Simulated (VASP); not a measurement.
Wanted: the native input for a VASP 6.6.1 run.

| Item | Value |
| --- | --- |
| Task | single point |
| Functional | PBE |
| Potentials or basis | VASP PAW PBE potentials, release 64 (H) |
| Cutoff | 500 eV |
| k mesh | 4 × 4 × 4 |
| Occupations | gaussian, width 0.01 eV |
| Spin | no spin polarisation |
| Dipole correction | no |
| Further INCAR settings | ALGO = Normal; EDIFF = 1e-06; NBANDS = 10 |

The structure of H lies in POSCAR:

```
H
1.0
    2.7058287982     -2.5960614017      0.0000000000
    2.7058287982      2.5960614017      0.0000000000
    0.0000000000      0.0000000000      4.9265541280
H
4
Direct
    0.9500153652      0.0499846348      0.0571770718
    0.4500153652      0.5499846348      0.4428229282
    0.5499846348      0.4500153652      0.5571770718
    0.0499846348      0.9500153652      0.9428229282
```

This cell differs from its parent crystal: volume changed by +10%.

These files were run (other wordings do the same):

INCAR

```
SYSTEM = H
  PREC = Accurate
  ENCUT = 500
  EDIFF = 1E-6
  ISMEAR = 0
  SIGMA = 0.01
  LREAL = .False.
  LASPH = .True.
  NELM = 120
  ALGO = Normal
  ISIF = 2
  LWAVE = .False.
  LCHARG = .True.
  GGA = PE
  LELF = .True.
  LVHAR = .True.
  NBANDS = 10
  GGA_COMPAT = .False.
```

KPOINTS

```
Automatic mesh
0
Gamma
  4 4 4
  0 0 0
```

Potentials or basis: VASP PAW PBE potentials, release 64 (H).

Run with:

```console
$ cat potpaw_PBE.64/H/POTCAR > POTCAR
$ mpirun -np 1 vasp_std > vasp.out
```

Results of the run:

The pressure is -0.8 GPa and the largest force is 0.498 eV/Å. The band gap on the k mesh is 9.38 eV, indirect (least direct gap 9.71 eV).

It took 18 s on 1 thread of Intel Xeon 8259CL, with other jobs on the host, peak memory 0.16 GiB.
